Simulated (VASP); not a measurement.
# TiO2 (P4_2/mnm) in VASP: further runs, part 2 of 2

VASP 6.6.1.

### 3 Single point, PBE+U

This run uses another cell than the first one, of 10.79 Å³/atom.

Contents of INCAR:

```
SYSTEM = TiO2
  PREC = Accurate
  ENCUT = 520
  EDIFF = 1E-7
  ISMEAR = 0
  SIGMA = 0.02
  LREAL = .False.
  LASPH = .True.
  NELM = 150
  ALGO = Normal
  ISIF = 2
  LWAVE = .False.
  LCHARG = .False.
  LMAXMIX = 4
  LDAU = .True.
  LDAUTYPE = 2
  LDAUL = 2 -1
  LDAUU = 4 0
  LDAUJ = 0 0
  LDAUPRINT = 1
  GGA = PE
  NBANDS = 33
```

Contents of KPOINTS:

```
regular mesh
0
Gamma
  6 6 10
  0 0 0
```

Contents of POSCAR:

```
TiO2
1.0
    4.6399446897      0.0000000000      0.0000000000
    0.0000000000      4.6399446897      0.0000000000
    0.0000000000      0.0000000000      3.0067234955
Ti O
2 4
Direct
    0.0000000000      0.0000000000      0.0000000000
    0.5000000000      0.5000000000      0.5000000000
    0.3056748299      0.3056748299      0.0000000000
    0.1943251701      0.8056748299      0.5000000000
    0.6943251701      0.6943251701      0.0000000000
    0.8056748299      0.1943251701      0.5000000000
```

Potentials or basis: VASP PAW PBE potentials, release 64 (Ti_sv, O).

The run is started by

```bash
$ cat potpaw_PBE.64/Ti_sv/POTCAR potpaw_PBE.64/O/POTCAR > POTCAR
$ mpirun -np 1 vasp_std > vasp.out
```

OUTCAR:

```text
SYSTEM = TiO2
   PREC = Accurate
   ENCUT = 520
   EDIFF = 1E-7
   ISMEAR = 0
   LREAL = .False.
   LASPH = .True.
   NELM = 150
   ISIF = 2
   GGA = PE

 ion  position               nearest neighbor table
   1  0.000  0.000  0.000-   4 1.97   6 1.97   4 1.97   6 1.97   5 2.01   3 2.01
   2  0.500  0.500  0.500-   3 1.97   5 1.97   3 1.97   5 1.97   4 2.01   6 2.01
   3  0.306  0.306  0.000-   2 1.97   2 1.97   1 2.01
   4  0.194  0.806  0.500-   1 1.97   1 1.97   2 2.01
   5  0.694  0.694  0.000-   2 1.97   2 1.97   1 2.01
   6  0.806  0.194  0.500-   1 1.97   1 1.97   2 2.01

[... 1143 lines left out ...]
  -------------------------------------------------------------------------------------
  Total        1.5331148      1.5331148      1.7907151      0.0000000      0.0000000      0.0000000
  in kB       37.9460130     37.9460130     44.3218595      0.0000000      0.0000000      0.0000000
  external PRESSURE =      40.0712952 kB  Pullay stress =       0.0000000 kB

 VOLUME and BASIS-vectors are now :
 -----------------------------------------------------------------------------
  energy-cutoff  :      520.00
  volume of cell :       64.73
      direct lattice vectors                 reciprocal lattice vectors
     4.639944690  0.000000000  0.000000000     0.215519810  0.000000000  0.000000000
     0.000000000  4.639944690  0.000000000     0.000000000  0.215519810  0.000000000
     0.000000000  0.000000000  3.006723496     0.000000000  0.000000000  0.332587949

 POSITION                                       TOTAL-FORCE (eV/Angst)
 -----------------------------------------------------------------------------------
      0.00000      0.00000      0.00000         0.000000      0.000000      0.000000
      2.31997      2.31997      1.50336         0.000000      0.000000      0.000000
      1.41831      1.41831      0.00000        -0.106896     -0.106896      0.000000
      0.90166      3.73829      1.50336         0.106896     -0.106896      0.000000
      3.22163      3.22163      0.00000         0.106896      0.106896     -0.000000
      3.73829      0.90166      1.50336        -0.106896      0.106896     -0.000000
 -----------------------------------------------------------------------------------
    total drift:                               -0.000000      0.000000     -0.000000

  FREE ENERGIE OF THE ION-ELECTRON SYSTEM (eV)
  ---------------------------------------------------
  free  energy   TOTEN  =       -48.4472212658 eV

  energy  without entropy=      -48.4472212658  energy(sigma->0) =      -48.44722127
```

OSZICAR:

```text
N       E                     dE             d eps       ncg     rms          rms(c)
DAV:   1     0.662310584248E+03    0.66231E+03   -0.24168E+04  3960   0.170E+03
DAV:   2     0.278027116777E+02   -0.63451E+03   -0.59051E+03  4367   0.514E+02
DAV:   3    -0.630848997339E+02   -0.90888E+02   -0.89465E+02  5393   0.189E+02
DAV:   4    -0.679302530367E+02   -0.48454E+01   -0.48339E+01  5832   0.415E+01
DAV:   5    -0.681036939483E+02   -0.17344E+00   -0.17341E+00  5222   0.612E+00    0.309E+01
DAV:   6    -0.480538609790E+02    0.20050E+02   -0.81769E+01  5329   0.888E+01    0.904E+00
DAV:   7    -0.485231328482E+02   -0.46927E+00   -0.11341E+01  5032   0.236E+01    0.736E+00
DAV:   8    -0.484042130816E+02    0.11892E+00   -0.64916E-01  5508   0.719E+00    0.418E+00
DAV:   9    -0.484528667711E+02   -0.48654E-01   -0.47869E-01  4908   0.510E+00    0.118E+00
DAV:  10    -0.484531496572E+02   -0.28289E-03   -0.68708E-02  5309   0.193E+00    0.767E-01
DAV:  11    -0.484474941774E+02    0.56555E-02   -0.19182E-02  4879   0.183E+00    0.135E-01
DAV:  12    -0.484474210468E+02    0.73131E-04   -0.34963E-03  5421   0.560E-01    0.119E-01
DAV:  13    -0.484472226767E+02    0.19837E-03   -0.84360E-04  5536   0.239E-01    0.258E-02
DAV:  14    -0.484472234668E+02   -0.79007E-06   -0.75561E-05  4835   0.915E-02    0.203E-02
DAV:  15    -0.484472212195E+02    0.22473E-05   -0.12550E-05  4628   0.386E-02    0.293E-03
DAV:  16    -0.484472212141E+02    0.54479E-08   -0.15749E-06  5629   0.113E-02    0.174E-03
DAV:  17    -0.484472212658E+02   -0.51708E-07   -0.15998E-07  3232   0.386E-03
   1 F= -.48447221E+02 E0= -.48447221E+02  d E =-.150061E-59
```

stdout:

```text
POSCAR found type information on POSCAR TiO
 POSCAR found :  2 types and       6 ions
 scaLAPACK will be used
 LDA part: xc-table for (Slater+PW92), standard interpolation
 POSCAR, INCAR and KPOINTS ok, starting setup
 FFT: planning ... GRIDC
 FFT: planning ... GRID_SOFT
 FFT: planning ... GRID
 WAVECAR not read
 entering main loop
```

It took 66 s on 1 thread of AMD EPYC 9R45 (Zen 5), shared host; peak memory 0.2 GiB.

Results:

```
Free energy            : -48.4472 eV
Pressure               : 4.0 GPa
Largest force          : 0.151 eV/Å
Band gap on the k mesh : 2.31 eV
```

Forces on the atoms (eV/Å):
```
Ti   0.000  0.000  0.000
Ti   0.000  0.000  0.000
O   -0.107 -0.107  0.000
O    0.107 -0.107  0.000
O    0.107  0.107  0.000
O   -0.107  0.107  0.000
```

Stress tensor (GPa, compression positive):
```
3.79 0.00 0.00
0.00 3.79 0.00
0.00 0.00 4.43
```

Eigenvalues of the final occupation matrices:
| site | spin | trace | eigenvalues |
| --- | --- | --- | --- |
| site 1 d | 1 | 0.78 | 0.08 0.10 0.10 0.24 0.27 |
| site 1 d | 2 | 0.78 | 0.08 0.10 0.10 0.24 0.27 |
| site 2 d | 1 | 0.78 | 0.08 0.10 0.10 0.24 0.27 |
| site 2 d | 2 | 0.78 | 0.08 0.10 0.10 0.24 0.27 |

Caveat: the cell stands under pressure. A k mesh can miss the band edges.

### 4 Single point, PBE+U

This run uses another cell than the first one, of 10.79 Å³/atom.

Contents of INCAR:

```
PREC = Accurate ; ENCUT = 520
EDIFF = 1E-7 ; ISMEAR = 0
SIGMA = 0.02 ; LREAL = F
LASPH = T ; NELM = 150
ALGO = Normal ; ISIF = 2
LWAVE = F ; LCHARG = F
LMAXMIX = 4 ; LDAU = T
LDAUTYPE = 2 ; LDAUL = 2 -1
LDAUU = 4 0 ; LDAUJ = 0 0
LDAUPRINT = 1 ; GGA = PE
NBANDS = 33
```

Contents of KPOINTS:

```
regular mesh
0
Gamma
  6 6 10
```

POSCAR is that of step 3.

The run is started by

```bash
$ cat potpaw_PBE.64/Ti_sv/POTCAR potpaw_PBE.64/O/POTCAR > POTCAR
$ mpirun -np 1 vasp_std > vasp.out
```

Wall time 65 s (1 thread of AMD EPYC 9R45 (Zen 5), shared host); peak memory 0.2 GiB.

The run converged. Its results:

```yaml
Free_energy: -48.4472 eV
Pressure: 4.0 GPa
Largest_force: 0.151 eV/Å
Band_gap_on_the_k_mesh: 2.31 eV
```

Forces in eV/Å, atoms in the order of the input:
```
Ti   0.000  0.000  0.000
Ti   0.000  0.000  0.000
O   -0.107 -0.107  0.000
O    0.107 -0.107  0.000
O    0.107  0.107  0.000
O   -0.107  0.107  0.000
```

Stress tensor (GPa, compression positive):
```
3.79 0.00 0.00
0.00 3.79 0.00
0.00 0.00 4.43
```

Levels at points of the mesh, in eV from the valence-band top:
```csv
k point,band 20,band 21,band 22,band 23,band 24,band 25,band 26,band 27,band 28,band 29
"(0.00, 0.00, 0.00)",-2.13,-0.83,-0.50,-0.50,0.00,2.31,2.54,2.82,2.88,2.88
"(0.50, 0.00, 0.00)",-3.03,-1.70,-1.70,-0.75,-0.75,2.90,2.90,3.37,3.37,3.84
"(0.50, 0.50, 0.00)",-1.97,-1.45,-1.45,-1.13,-1.13,2.31,2.31,2.89,2.89,4.07
"(0.00, 0.00, 0.50)",-2.74,-2.23,-2.23,-1.45,-1.45,3.29,3.29,3.52,3.52,3.93
"(0.50, 0.00, 0.50)",-2.50,-1.95,-1.95,-1.04,-1.04,2.34,2.34,3.57,3.57,4.12
"(0.50, 0.50, 0.50)",-2.71,-1.19,-1.19,-0.73,-0.73,2.95,2.95,3.53,3.53,3.60
```

Eigenvalues of the final occupation matrices:
```csv
site,spin,trace,eigenvalues
site 1 d,1,0.78,0.08 0.10 0.10 0.24 0.27
site 1 d,2,0.78,0.08 0.10 0.10 0.24 0.27
site 2 d,1,0.78,0.08 0.10 0.10 0.24 0.27
site 2 d,2,0.78,0.08 0.10 0.10 0.24 0.27
```

Caveat: the cell stands under pressure.

### 5 Single point, PBE+U (11.11 Å³/atom)

This run uses another cell than the first one, of 11.11 Å³/atom.

Contents of INCAR:

```
  PREC = Accurate
  ENCUT = 520
  EDIFF = 1E-6
  ISMEAR = 0
  SIGMA = 0.02
  LREAL = F
  LASPH = T
  NELM = 150
  ALGO = Normal
  ISIF = 2
  LWAVE = F
  LCHARG = F
  LMAXMIX = 4
  LDAU = T
  LDAUTYPE = 2
  LDAUL = 2 -1
  LDAUU = 4 0
  LDAUJ = 0 0
  LDAUPRINT = 1
  GGA = PE
  NBANDS = 33
```

Contents of KPOINTS:

```
Automatic mesh
0
Gamma
  6 6 10
```

Contents of POSCAR:

```
TiO2
1.0
    4.6974838313      0.0000000000      0.0000000000
    0.0000000000      4.6974838313      0.0000000000
    0.0000000000      0.0000000000      3.0215218233
Ti O
2 4
Direct
    0.0000000000      0.0000000000      0.0000000000
    0.5000000000      0.5000000000      0.5000000000
    0.3068303057      0.3068303057      0.0000000000
    0.1931696943      0.8068303057      0.5000000000
    0.6931696943      0.6931696943      0.0000000000
    0.8068303057      0.1931696943      0.5000000000
```

The run is started by

```bash
$ cat potpaw_PBE.64/Ti_sv/POTCAR potpaw_PBE.64/O/POTCAR > POTCAR
$ mpirun -np 1 vasp_std > vasp.out
```

Wall time 62 s (1 thread of AMD EPYC 9R45 (Zen 5), shared host); peak memory 0.21 GiB.

Results (log left out):

| Item | Value |
| --- | --- |
| Free energy | -48.4553 eV |
| Pressure | -1.9 GPa |
| Largest force | 0.162 eV/Å |
| Band gap on the k mesh | 2.28 eV |

Forces in eV/Å, atoms in the order of the input:
```
Ti   0.000  0.000  0.000
Ti   0.000  0.000  0.000
O   -0.114 -0.114  0.000
O    0.114 -0.114  0.000
O    0.114  0.114  0.000
O   -0.114  0.114  0.000
```

Stress tensor (GPa, compression positive):
```
-2.17  0.00  0.00
 0.00 -2.17  0.00
 0.00  0.00 -1.42
```

Levels at points of the mesh, in eV from the valence-band top:
```csv
k point,band 20,band 21,band 22,band 23,band 24,band 25,band 26,band 27,band 28,band 29
"(0.00, 0.00, 0.00)",-2.03,-0.80,-0.47,-0.47,0.00,2.28,2.51,2.80,2.83,2.83
"(0.50, 0.00, 0.00)",-2.91,-1.60,-1.60,-0.72,-0.72,2.85,2.85,3.27,3.27,3.76
"(0.50, 0.50, 0.00)",-1.88,-1.38,-1.38,-1.08,-1.08,2.28,2.28,2.84,2.84,3.97
"(0.00, 0.00, 0.50)",-2.69,-2.07,-2.07,-1.42,-1.42,3.18,3.18,3.46,3.46,3.83
"(0.50, 0.00, 0.50)",-2.44,-1.89,-1.89,-0.98,-0.98,2.30,2.30,3.50,3.50,4.00
"(0.50, 0.50, 0.50)",-2.66,-1.10,-1.10,-0.73,-0.73,2.87,2.87,3.46,3.46,3.53
```

Eigenvalues of the final occupation matrices:
```tsv
site	spin	trace	eigenvalues
site 1 d	1	0.77	0.08 0.10 0.10 0.23 0.27
site 1 d	2	0.77	0.08 0.10 0.10 0.23 0.27
site 2 d	1	0.77	0.08 0.10 0.10 0.23 0.27
site 2 d	2	0.77	0.08 0.10 0.10 0.23 0.27
```

A k mesh can miss the band edges.

### 6 Overview

```csv
cell,gap on the mesh (eV),pressure (GPa),largest force (eV/Å)
"a = 4.585, b = 4.585, c = 2.987 Å, 6 atoms, atomic positions A",2.36,11.1,0.13
"a = 4.640, b = 4.640, c = 3.007 Å, 6 atoms, atomic positions B",2.31,4.0,0.15
"a = 4.697, b = 4.697, c = 3.022 Å, 6 atoms, atomic positions C",2.28,-1.9,0.16
```

Alike in all rows: task single point; level PBE+U; potentials or basis VASP PAW PBE potentials, release 64 (Ti_sv, O); no spin polarisation; Ti d U = 4.0 eV; k mesh 6 × 6 × 10; cutoff (eV) 520; smearing gaussian 0.02 eV.

Caveats: the cell stands under pressure (at least some runs).

Absolute energies hang on the potentials; compare differences alone.
